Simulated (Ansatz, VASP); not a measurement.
## Ta in VASP and in Ansatz

INCAR

```
SYSTEM = Ta
PREC = Accurate ; ENCUT = 520
EDIFF = 1E-6 ; ISMEAR = -1
SIGMA = 0.08 ; LREAL = .FALSE.
LASPH = .TRUE. ; NELM = 60
ALGO = Normal ; ISIF = 2
LWAVE = .FALSE. ; LCHARG = .FALSE.
GGA = PE ; NBANDS = 12
```

KPOINTS

```
regular mesh
0
G
  17 17 17
  0 0 0
```

File POSCAR:

```
Ta
1.0
   -1.6175709496      1.6175709496      1.6175709496
    1.6175709496     -1.6175709496      1.6175709496
    1.6175709496      1.6175709496     -1.6175709496
Ta
1
Direct
    0.0000000000      0.0000000000      0.0000000000
```

Input for Ansatz:

```yaml
crystal:
  lattice:
    - [-1.6175709496, 1.6175709496, 1.6175709496]
    - [1.6175709496, -1.6175709496, 1.6175709496]
    - [1.6175709496, 1.6175709496, -1.6175709496]
  atoms:
    - { symbol: Ta, position: [0.0, 0.0, 0.0] }
kpoints:
  mp_grid: { grid: [17, 17, 17] }
  band_path:
    path:
      - [0.0, 0.0, 0.0]
      - [0.5, -0.5, 0.5]
      - [0.0, 0.0, 0.5]
      - [0.0, 0.0, 0.0]
      - [0.25, 0.25, 0.25]
      - [0.5, -0.5, 0.5]
      - [0.25, 0.25, 0.25]
      - [0.0, 0.0, 0.5]
    npoints: 5
scf:
  occupations: { method: fermi_dirac, width: 0.08 }
hamiltonian:
  xc: pbe
  pseudopotentials: { kind: all_electron, lapw: { basis_error: 0.0005 } }
output:
  forces: true
  stress: true
  eigenvalues: true
```

Change from the starting cell: volume scaled by 0.94.

Alike in both runs: task single point; functional PBE; k mesh 17 × 17 × 17; occupations fermi-dirac, width 0.08 eV; no spin polarisation.

|  | VASP | Ansatz |
| --- | --- | --- |
| version | VASP 6.6.1 | Ansatz 0.2.0 |
| potentials or method | VASP PAW PBE potentials, release 64 (Ta_pv), cutoff 520 eV | all-electron LAPW, scalar-relativistic |

```csv
,VASP,Ansatz,Ansatz less VASP
pressure (GPa),17.8,17.4,-0.44
```

Ansatz ran all-electron here, and VASP with PAW potentials.

Neither program's run includes spin-orbit coupling.
